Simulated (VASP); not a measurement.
Write the native input for VASP 6.6.1 that does the following.

| Quantity | Value |
| --- | --- |
| Task | single point |
| Functional | PBE |
| Potentials or basis | VASP PAW PBE potentials, release 64 (Pt, S) |
| Cutoff | 520 eV |
| k mesh | 9 × 9 × 4 |
| Occupations | gaussian, width 0.05 eV |
| Spin | no spin polarisation |
| Dipole correction | no |
| Further INCAR settings | ALGO = Normal; EDIFF = 1e-06; NBANDS = 18 |

The structure of PtS2 lies in POSCAR:

```
PtS2
1.0
    3.5765911006      0.0000000000      0.0000000000
   -1.7882955503      3.0974187520      0.0000000000
    0.0000000000      0.0000000000      6.4966356506
Pt S
1 2
Direct
    0.0000000000      0.0000000000      0.0000000000
    0.3333333333      0.6666666667      0.1889525212
    0.6666666667      0.3333333333      0.8110474788
```

These files were run (other wordings do the same):

INCAR

```
SYSTEM = PtS2
ALGO = Normal
EDIFF = 1E-6
ENCUT = 520
GGA = PE
ISIF = 2
ISMEAR = 0
LASPH = .TRUE.
LCHARG = .FALSE.
LREAL = .FALSE.
LWAVE = .FALSE.
NBANDS = 18
NELM = 60
PREC = Accurate
SIGMA = 0.05
```

KPOINTS

```
k-points
0
G
  9 9 4
  0 0 0
```

Potentials or basis: VASP PAW PBE potentials, release 64 (Pt, S).

Launch:

```sh
$ cat potpaw_PBE.64/Pt/POTCAR potpaw_PBE.64/S/POTCAR > POTCAR
$ mpirun -np 1 vasp_std > vasp.out
```

Results of the run:

```json
{
 "Pressure": "-0.3 GPa",
 "Largest force": "0.036 eV/Å",
 "Band gap on the k mesh": "1.57 eV"
}
```

Caveat: spin-orbit coupling is left out, which moves the levels of the heavy elements; an odd mesh through Γ misses points on the zone boundary, where band edges can lie; this functional lacks dispersion, which binds the layers, so the pressure and a relaxed spacing across them are unreliable.

Wall time 66 s on 1 thread of Intel Xeon 8259CL, with other jobs on the host, peak memory 0.21 GiB.
